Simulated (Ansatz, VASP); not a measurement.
# One calculation of S, two programs

INCAR

```
SYSTEM = S
PREC = Accurate
ENCUT = 520
EDIFF = 1E-6
ISMEAR = -5
SIGMA = 0.1
LREAL = .FALSE.
LASPH = .TRUE.
NELM = 100
ALGO = Normal
ISIF = 2
LWAVE = .FALSE.
LCHARG = .FALSE.
GGA = PE
NBANDS = 20
```

The input KPOINTS:

```
Automatic mesh
0
G
  4 4 6
  0 0 0
```

POSCAR

```
S
1.0
    5.6780537900      0.0000000000      0.0000000000
    0.0000000000      5.6780537900      0.0000000000
    0.0000000000      0.0000000000      2.9496155800
S
4
Direct
    0.8833913800      0.8833913800      0.5000000000
    0.1166086200      0.1166086200      0.5000000000
    0.3833913800      0.6166086200      0.0000000000
    0.6166086200      0.3833913800      0.0000000000
```

Input for Ansatz:

```yaml
crystal:
  lattice:
    - [5.67805379, 0.0, 0.0]
    - [0.0, 5.67805379, 0.0]
    - [0.0, 0.0, 2.94961558]
  atoms:
    - { symbol: S, position: [0.88339138, 0.88339138, 0.5] }
    - { symbol: S, position: [0.11660862, 0.11660862, 0.5] }
    - { symbol: S, position: [0.38339138, 0.61660862, 0.0] }
    - { symbol: S, position: [0.61660862, 0.38339138, 0.0] }
basis:
  ecutwfc: 420
kpoints:
  mp_grid: { grid: [4, 4, 6] }
hamiltonian:
  xc: pbe
scf:
  occupations: { method: tetrahedron }
output:
  forces: true
  stress: true
  eigenvalues: true
```

Alike in both runs: task single point; functional PBE; k mesh 4 × 4 × 6; occupations tetrahedron; no spin polarisation.

```csv
,VASP,Ansatz
version,VASP 6.6.1,Ansatz 0.2.0
potentials or method,"VASP PAW PBE potentials, release 64 (S), cutoff 520 eV","scalar-relativistic, plane waves, PAW"
valence electrons in the cell,24,24
```

```tsv
	VASP	Ansatz	Ansatz less VASP
gap on the k mesh at the Fermi level (eV)	none	none	-
pressure (GPa)	1.9	2.5	+0.61
traceless stress, the component that is largest in VASP (GPa)	-2.16	-2.63	-0.466
rms of the force components (eV/Å)	0.315	0.476	+0.1611
```

Atom by atom the forces differ by 0.161 eV/Å (rms over components). A gap of «none» marks a metal or a gap that the smearing closes. Ansatz's warnings: band table not solved further, tetrahedron derivatives may miss energy slope.
